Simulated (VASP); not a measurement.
Set up this calculation in VASP 6.6.1, as the native input.

```yaml
Task: single point
Functional: PBE
Potentials_or_basis: VASP PAW PBE potentials, release 64 (Ga_d, Sb)
Cutoff: 520 eV
k_mesh: 14 × 14 × 14
Occupations: gaussian, width 0.15 eV
Spin: no spin polarisation
Dipole_correction: no
Further_INCAR_settings: ALGO = Normal; EDIFF = 1e-06; NBANDS = 16
```

The structure of GaSb lies in POSCAR:

```
GaSb
1.0
    0.0000000000      3.0590000000      3.0590000000
    3.2425400000      0.0000000000      3.0590000000
    3.2425400000      3.0590000000      0.0000000000
Ga Sb
1 1
Direct
    0.0000000000      0.0000000000      0.0000000000
    0.7500000000      0.7500000000      0.7500000000
```

This cell differs from its parent crystal: strain +0.0600 x Voigt [1, 0, 0, 0, 0, 0].

One way to write it, as run:

INCAR

```
SYSTEM = GaSb
PREC     = Accurate       ! precision mode
ENCUT    = 520            ! plane-wave cutoff, eV
EDIFF    = 1E-6           ! SCF threshold, eV
ISMEAR   = 0              ! smearing method
SIGMA    = 0.15           ! smearing width, eV
LREAL    = .FALSE.        ! projectors in reciprocal space
LASPH    = .TRUE.         ! aspherical terms in the spheres
NELM     = 80             ! most SCF steps
ALGO     = Normal         ! electronic algorithm
ISIF     = 2              ! what is computed and relaxed
LWAVE    = .FALSE.        ! write WAVECAR
LCHARG   = .FALSE.        ! write CHGCAR
GGA      = PE             ! functional
NBANDS   = 16             ! bands
```

KPOINTS

```
regular mesh
0
G
  14 14 14
  0 0 0
```

Potentials or basis: VASP PAW PBE potentials, release 64 (Ga_d, Sb).

Run with:

```bash
$ cat potpaw_PBE.64/Ga_d/POTCAR potpaw_PBE.64/Sb/POTCAR > POTCAR
$ mpirun -np 1 vasp_std > vasp.out
```

It gave:

```yaml
Pressure: -0.4 GPa
Band_gap_on_the_k_mesh: zero (filled and empty bands touch)
```

Caveat: the cell differs from its parent crystal (strain +0.0600 x Voigt [1, 0, 0, 0, 0, 0]); semilocal functionals underestimate gaps, so a narrow gap can read as zero; spin-orbit coupling is left out, which moves the levels of the heavy elements.

Wall time 2.1 min on 1 thread of AMD EPYC 9R45 96-Core Processor (Zen 5) (shared host), peak memory 0.35 GiB.
